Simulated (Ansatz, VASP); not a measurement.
## One calculation of CuO, two programs

The input INCAR:

```
SYSTEM = CuO
ALGO = Normal
EDIFF = 1E-7
ENCUT = 520
GGA = PS
ISIF = 2
ISMEAR = -1
LASPH = .TRUE.
LCHARG = .FALSE.
LREAL = .FALSE.
LWAVE = .FALSE.
NBANDS = 16
NELM = 60
PREC = Accurate
SIGMA = 0.05
```

KPOINTS

```
k-points
0
G
  10 10 10
  0 0 0
```

Contents of POSCAR:

```
CuO
1.0
    0.0000000000      2.3272527300      2.3272527300
    2.3272527300      0.0000000000      2.3272527300
    2.3272527300      2.3272527300      0.0000000000
Cu O
1 1
Direct
    0.0000000000      0.0000000000      0.0000000000
    0.2500000000      0.2500000000      0.2500000000
```

Contents of input.yaml:

```yaml
crystal:
  lattice:
    - [0.0, 2.32725273, 2.32725273]
    - [2.32725273, 0.0, 2.32725273]
    - [2.32725273, 2.32725273, 0.0]
  atoms:
    - { symbol: Cu, position: [0.0, 0.0, 0.0] }
    - { symbol: O, position: [0.25, 0.25, 0.25] }
hamiltonian:
  xc: pbesol
  pseudopotentials: { kind: paw }
kpoints:
  mp_grid: { grid: [10, 10, 10] }
scf:
  occupations: { method: fermi_dirac, width: 0.05 }
output:
  forces: true
  stress: true
  eigenvalues: true
```

Alike in both runs: task single point; functional PBEsol; k mesh 10 × 10 × 10; occupations fermi-dirac, width 0.05 eV; no spin polarisation.

|  | VASP | Ansatz |
| --- | --- | --- |
| version | VASP 6.6.1 | Ansatz 0.2.0 |
| potentials or method | VASP PAW PBE potentials, release 64 (Cu, O) | Ansatz PAW |
| plane-wave cutoff (eV) | 520 | 420 |
| valence electrons in the cell | 17 | 25 |

```tsv
	VASP	Ansatz	Ansatz less VASP
gap on the k mesh at the Fermi level (eV)	none	none	-
pressure (GPa)	-15.1	-15.6	-0.43
```

VASP's potentials were made for PBE, not for PBEsol. A gap of «none» marks a metal or a gap that the smearing closes. VASP's potentials hold 17 valence electrons a cell and Ansatz's 25, so a difference there can come from the potentials and not from the codes.
